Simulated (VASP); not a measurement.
# TaN (Fm-3m) in VASP: relaxation of cell and atoms with LDA

Aim: the relaxation of cell and atoms of TaN with LDA.

Everything below comes from runs of VASP 6.6.1. Logs are shortened: lines on timing, memory, paths and dates and some standing lists are left out, and cuts for length are marked.

## Step 1: The cell of the first run

It takes space group Fm-3m (No. 225, cubic). The conventional cell has a = 4.349 Å, b = 4.349 Å, c = 4.349 Å, α = 90.00°, β = 90.00°, γ = 90.00°. Within 2.9 Å of Ta (site symmetry m-3m) lie 6 N at 2.17 Å. Within 2.9 Å of N (site symmetry m-3m) lie 6 Ta at 2.17 Å.

## Step 2: Relaxation of cell and atoms, LDA

Input file INCAR:

```
PREC = Accurate
ENCUT = 600
EDIFF = 1E-6
ISMEAR = -1
SIGMA = 0.15
LREAL = False
LASPH = True
NELM = 60
ALGO = Normal
ISIF = 3
LWAVE = False
LCHARG = False
IBRION = 2
NSW = 80
EDIFFG = -0.001
```

Input file KPOINTS:

```
regular mesh
0
Gamma
  16 16 16
```

Input file POSCAR:

```
TaN
1.0
    0.0000000000      2.1743265498      2.1743265498
    2.1743265498      0.0000000000      2.1743265498
    2.1743265498      2.1743265498      0.0000000000
Ta N
1 1
Direct
    0.5000000000      0.5000000000      0.5000000000
    0.0000000000      0.0000000000      0.0000000000
```

Potentials or basis: VASP PAW LDA potentials, release 64 (Ta_pv, N).

Run with:

```bash
$ cat potpaw_LDA.64/Ta_pv/POTCAR potpaw_LDA.64/N/POTCAR > POTCAR
$ mpirun -np 1 vasp_std > vasp.out
```

OUTCAR:

```text
PREC = Accurate
   ENCUT = 600
   EDIFF = 1E-6
   ISMEAR = -1
   LREAL = False
   LASPH = True
   NELM = 60
   ISIF = 3
   IBRION = 2
   NSW = 80
   EDIFFG = -0.001

 ion  position               nearest neighbor table
   1  0.500  0.500  0.500-   2 2.17   2 2.17   2 2.17   2 2.17   2 2.17   2 2.17
   2  0.000  0.000  0.000-   1 2.17   1 2.17   1 2.17   1 2.17   1 2.17   1 2.17

  LATTYP: Found a face centered cubic cell.
 ALAT       =     4.3486530996

  Lattice vectors:

 A1 = (   0.0000000000,   2.1743265498,   2.1743265498)
 A2 = (   2.1743265498,   0.0000000000,   2.1743265498)
 A3 = (   2.1743265498,   2.1743265498,   0.0000000000)

Analysis of symmetry for initial positions (statically):
=====================================================================
 Subroutine PRICEL returns:
 Original cell was already a primitive cell.

 Routine SETGRP: Setting up the symmetry group for a
 face centered cubic supercell.

 Subroutine GETGRP returns: Found 48 space group operations
 (whereof 48 operations were pure point group operations)
 out of a pool of 48 trial point group operations.

The static configuration has the point symmetry O_h .

Analysis of symmetry for dynamics (positions and initial velocities):
=====================================================================
 Subroutine PRICEL returns:
 Original cell was already a primitive cell.

 Routine SETGRP: Setting up the symmetry group for a
 face centered cubic supercell.

 Subroutine GETGRP returns: Found 48 space group operations
 (whereof 48 operations were pure point group operations)
 out of a pool of 48 trial point group operations.

The dynamic configuration has the point symmetry O_h .

 Subroutine INISYM returns: Found 48 space group operations
 (whereof 48 operations are pure point group operations),
 and found     1 'primitive' translations

----------------------------------------------------------------------------------------

                                     Primitive cell

  volume of cell :      20.5591

  direct lattice vectors                    reciprocal lattice vectors
     0.000000000  2.174326550  2.174326550    -0.229956259  0.229956259  0.229956259
     2.174326550  0.000000000  2.174326550     0.229956259 -0.229956259  0.229956259
     2.174326550  2.174326550  0.000000000     0.229956259  0.229956259 -0.229956259

  length of vectors
     3.074962096  3.074962096  3.074962096     0.398295925  0.398295925  0.398295925

  position of ions in fractional coordinates (direct lattice)
     0.500000000  0.500000000  0.500000000
     0.000000000  0.000000000  0.000000000

  ion indices of the primitive-cell ions
   primitive index   ion index
                 1           1
                 2           2

----------------------------------------------------------------------------------------

 KPOINTS: regular mesh

Automatic generation of k-mesh.
 Grid dimensions read from file:
 generate k-points for:   16   16   16

 Generating k-lattice:

  Cartesian coordinates                     Fractional coordinates (reciprocal lattice)
    -0.014372266  0.014372266  0.014372266     0.062500000  0.000000000  0.000000000
     0.014372266 -0.014372266  0.014372266     0.000000000  0.062500000  0.000000000
     0.014372266  0.014372266 -0.014372266     0.000000000  0.000000000  0.062500000

  Length of vectors
     0.024893495  0.024893495  0.024893495

  Shift w.r.t. Gamma in fractional coordinates (k-lattice)
     0.000000000  0.000000000  0.000000000

 Subroutine IBZKPT returns following result:
 ===========================================

 Found    145 irreducible k-points:

 Following reciprocal coordinates:
            Coordinates               Weight
  0.000000  0.000000  0.000000      1.000000
  0.062500  0.000000  0.000000      8.000000
  0.125000  0.000000  0.000000      8.000000
  0.187500  0.000000  0.000000      8.000000
  0.250000  0.000000  0.000000      8.000000
  0.312500  0.000000  0.000000      8.000000
[... 16 lines left out ...]
 -0.125000  0.062500  0.000000     24.000000
 -0.062500  0.062500  0.000000     12.000000
 [... further k-points ...]
   k-points           NKPTS =    145   k-points in BZ     NKDIM =    145   number of bands    NBANDS=     12
   number of dos      NEDOS =    301   number of ions     NIONS =      2
   total plane-waves  NPLWV =  21952
   dimension x,y,z NGX =    28 NGY =   28 NGZ =   28
   dimension x,y,z NGXF=    56 NGYF=   56 NGZF=   56
   ions per type =               1   1
   NGX,Y,Z   is equivalent  to a cutoff of  15.14, 15.14, 15.14 a.u.
   NGXF,Y,Z  is equivalent  to a cutoff of  30.28, 30.28, 30.28 a.u.
 SYSTEM =  unknown system
   PREC   = accura    normal or accurate (medium, high low for compatibility)
   ISTART =      0    job   : 0-new  1-cont  2-samecut
   ICHARG =      2    charge: 1-file 2-atom 10-const
   ISPIN  =      1    spin polarized calculation?
   LNONCOLLINEAR =      F non collinear calculations
   LSORBIT =      F    spin-orbit coupling
   LASPH  =      T    aspherical Exc in radial PAW
   ENCUT  =  600.0 eV  44.10 Ry    6.64 a.u.   6.14  6.14  6.14*2*pi/ulx,y,z
   NELM   =     60;   NELMIN=  2; NELMDL= -5     # of ELM steps
   EDIFF  = 0.1E-05   stopping-criterion for ELM
   LREAL  =      F    real-space projection
   EDIFFG = -.1E-02   stopping-criterion for IOM
   NSW    =     80    number of steps for IOM
   IBRION =      2    ionic relax: 0-MD 1-quasi-New 2-CG
   NFREE  =      1    steps in history (QN), initial steepest desc. (CG)
   ISIF   =      3    stress and relaxation
   ISYM   =      2    0-nonsym 1-usesym 2-fastsym
   POTIM  = 0.5000    time-step for ionic-motion
   TEBEG  =    0.0;   TEEND  =   0.0 temperature during run
   PSTRESS=    0.0 pullay stress
   NELECT =      16.0000    total number of electrons
   NUPDOWN=      -1.0000    fix difference up-down
   EMIN   =  10.00;   EMAX   =-10.00  energy-range for DOS
   EFERMI =   0.00;   METHOD = LEGACY
   ISMEAR =    -1;   SIGMA  =   0.15  broadening in eV -4-tet -1-fermi 0-gaus
   EFERMI_NEDOS =   21; number of points for ismear=-14 and -15
   IALGO  =     38    algorithm
   IMIX   =      4    mixing-type and parameters
     AMIX     =   0.40;   BMIX     =  1.00
     AMIX_MAG =   1.60;   BMIX_MAG =  1.00
  volume/ion in A,a.u.               =      10.28        69.37
  Fermi-wavevector in a.u.,A,eV,Ry     =   1.505844  2.845633 30.852121  2.267567
  Thomas-Fermi vector in A             =   2.616640
   LORBIT       =      0    0 simple, 1 ext, 2 COOP (PROOUT), +10 PAW based schemes
   GGA     = CA    functional components
   LHFCALC =     F    Hartree Fock is set to
   AEXX    =    0.0000 exact exchange contribution
   IVDW    =     0    specifies the selected vdW correction
   LEPSILON=     F    determine dielectric tensor
   LRPA    =     F    only Hartree local field effects (RPA)
 conjugate gradient relaxation of ions
 non-spin polarized calculation
  energy-cutoff  :      600.00
  volume of cell :       20.56
 maximum number of plane-waves:       701
 NGX is ok and might be reduce to    28
   NGX = 13   NGY = 13   NGZ = 13

--------------------------------------- Ionic step        1  -------------------------------------------

 number of electron      16.0000001 magnetization

 Free energy of the ion-electron system (eV)
  ---------------------------------------------------
  ext. energy  EPLUGINS =         0.00000000
  ---------------------------------------------------
  free energy    TOTEN  =       -24.17786107 eV

  energy without entropy =      -24.11812138  energy(sigma->0) =      -24.14799122

------------------------ aborting loop because EDIFF is reached ----------------------------------------

  FORCE on cell =-STRESS in cart. coord.  units (eV):
  Direction    XX          YY          ZZ          XY          YZ          ZX
  --------------------------------------------------------------------------------------
  -------------------------------------------------------------------------------------
  Total        0.2853283      0.2853283      0.2853283      0.0000000     -0.0000000     -0.0000000
  in kB       22.2357176     22.2357176     22.2357176      0.0000000     -0.0000000     -0.0000000
  external PRESSURE =      22.2357176 kB  Pullay stress =       0.0000000 kB

 VOLUME and BASIS-vectors are now :
 -----------------------------------------------------------------------------
  energy-cutoff  :      600.00
  volume of cell :       20.56
      direct lattice vectors                 reciprocal lattice vectors
     0.000000000  2.174326550  2.174326550    -0.229956259  0.229956259  0.229956259
     2.174326550  0.000000000  2.174326550     0.229956259 -0.229956259  0.229956259
     2.174326550  2.174326550  0.000000000     0.229956259  0.229956259 -0.229956259
[... 217 lines left out ...]
 POSITION                                       TOTAL-FORCE (eV/Angst)
 -----------------------------------------------------------------------------------
      2.17848      2.17848      2.17848        -0.000000     -0.000000      0.000000
      2.17848      2.17848      0.00000         0.000000      0.000000     -0.000000
 -----------------------------------------------------------------------------------
    total drift:                                0.000000      0.000000      0.000000

  FREE ENERGIE OF THE ION-ELECTRON SYSTEM (eV)
  ---------------------------------------------------
  free  energy   TOTEN  =       -24.1786937990 eV

  energy  without entropy=      -24.1185261972  energy(sigma->0) =      -24.14861000

--------------------------------------- Ionic step        8  -------------------------------------------

 number of electron      16.0000001 magnetization

 Free energy of the ion-electron system (eV)
  ---------------------------------------------------
  ext. energy  EPLUGINS =         0.00000000
  ---------------------------------------------------
  free energy    TOTEN  =       -24.17869424 eV

  energy without entropy =      -24.11851680  energy(sigma->0) =      -24.14860552

 E-fermi :   9.7127     XC(G=0): -13.8127

 val. band max:        9.7010380583   @ k =  -0.3125   0.3750   0.1875
 cond. band min:       9.7195608527   @ k =  -0.3125   0.3125   0.1250
 fundamental gap:      0.0185227944
 Fermi energy:         9.7127114011

 k-point     1 :       0.0000    0.0000    0.0000
  band No.  band energies     occupation
      1     -25.7819      2.00000
      2     -25.7819      2.00000
      3     -25.7819      2.00000
      4      -9.1162      2.00000
      5       5.8726      2.00000
      6       5.8726      2.00000
      7       5.8726      2.00000
      8       7.5112      2.00000
      9       7.5112      2.00000
     10       7.5112      2.00000
     11       9.7263      0.95468
     12       9.7263      0.95468

 k-point     2 :       0.0625    0.0000    0.0000
  band No.  band energies     occupation
      1     -25.8221      2.00000
      2     -25.7855      2.00000
      3     -25.7855      2.00000
      4      -9.0135      2.00000
      5       5.3497      2.00000
      6       5.5076      2.00000
      7       5.5076      2.00000
      8       7.6768      2.00000
      9       7.6768      2.00000
     10       7.7605      2.00000
     11      10.1431      0.10738
     12      10.1431      0.10738
[... 316 lines left out ...]
 k-point    24 :      -0.0625    0.0625    0.0000
  band No.  band energies     occupation
      1     -25.8776      2.00000
      2     -25.8070      2.00000
      3     -25.7841      2.00000
      4      -8.8482      2.00000
      5       4.6390      2.00000
      6       4.9289      2.00000
      7       5.2928      2.00000
      8       7.6916      2.00000
      9       7.9383      1.99999
     10       8.2500      1.99988
     11      10.1985      0.07548
     12      11.0761      0.00023

 [... further k-points ...]

------------------------ aborting loop because EDIFF is reached ----------------------------------------

  FORCE on cell =-STRESS in cart. coord.  units (eV):
  Direction    XX          YY          ZZ          XY          YZ          ZX
  --------------------------------------------------------------------------------------
  -------------------------------------------------------------------------------------
  Total        0.0003366      0.0003366      0.0003366     -0.0000000      0.0000000      0.0000000
  in kB        0.0260789      0.0260789      0.0260789     -0.0000000      0.0000000      0.0000000
  external PRESSURE =       0.0260789 kB  Pullay stress =       0.0000000 kB

 VOLUME and BASIS-vectors are now :
 -----------------------------------------------------------------------------
  energy-cutoff  :      600.00
  volume of cell :       20.68
      direct lattice vectors                 reciprocal lattice vectors
    -0.000000000  2.178586954  2.178586954    -0.229506561  0.229506561  0.229506561
     2.178586954  0.000000000  2.178586954     0.229506561 -0.229506561  0.229506561
     2.178586954  2.178586954  0.000000000     0.229506561  0.229506561 -0.229506561

 POSITION                                       TOTAL-FORCE (eV/Angst)
 -----------------------------------------------------------------------------------
      2.17859      2.17859      2.17859         0.000000      0.000000      0.000000
      0.00000      0.00000      0.00000         0.000000      0.000000     -0.000000
 -----------------------------------------------------------------------------------
    total drift:                                0.000000      0.000000      0.000000

  FREE ENERGIE OF THE ION-ELECTRON SYSTEM (eV)
  ---------------------------------------------------
  free  energy   TOTEN  =       -24.1786942412 eV

  energy  without entropy=      -24.1185168004  energy(sigma->0) =      -24.14860552

 reached required accuracy - stopping structural energy minimisation
```

Wall time 4.4 min (1 thread of Intel Xeon 8259CL, shared host); peak memory 0.19 GiB.

Results:

| Item | Value |
| --- | --- |
| Free energy | -24.1787 eV |
| Relaxed volume | 10.34 Å³/atom |
| Relaxed cell | a = 3.081 Å, b = 3.081 Å, c = 3.081 Å, α = 60.00°, β = 60.00°, γ = 60.00° |
| Space group after relaxing (to 0.1 Å) | Fm-3m (No. 225) |
| Energy gained by relaxing | 0.4 meV/atom |
| Ionic steps | 8 |
| Pressure after relaxing | 0.0 GPa |
| Band gap on the k mesh | zero (bands 8 and 9 overlap by 4.18 eV) |

The path:
```tsv
step	energy change (eV)	largest force (eV/Å)	pressure (GPa)	volume (Å³)
1	0.0000	0.0000	2.22	20.56
2	0.0043	0.0000	-5.30	20.99
3	-0.0008	0.0000	-0.02	20.68
4	-0.0008	0.0000	-0.02	20.68
5	-0.0006	0.0000	1.06	20.62
6	-0.0008	0.0000	0.14	20.68
7	-0.0008	0.0000	0.10	20.68
8	-0.0008	0.0000	0.00	20.68
```

Final structure:
```xyz
2
Lattice="0.0000 2.1786 2.1786 2.1786 0.0000 2.1786 2.1786 2.1786 0.0000" Properties=species:S:1:pos:R:3 pbc="T T T"
Ta    2.1786    2.1786    2.1786
N     0.0000    0.0000    0.0000
```

Caveat: spin-orbit coupling is left out, which moves the levels of the heavy elements.
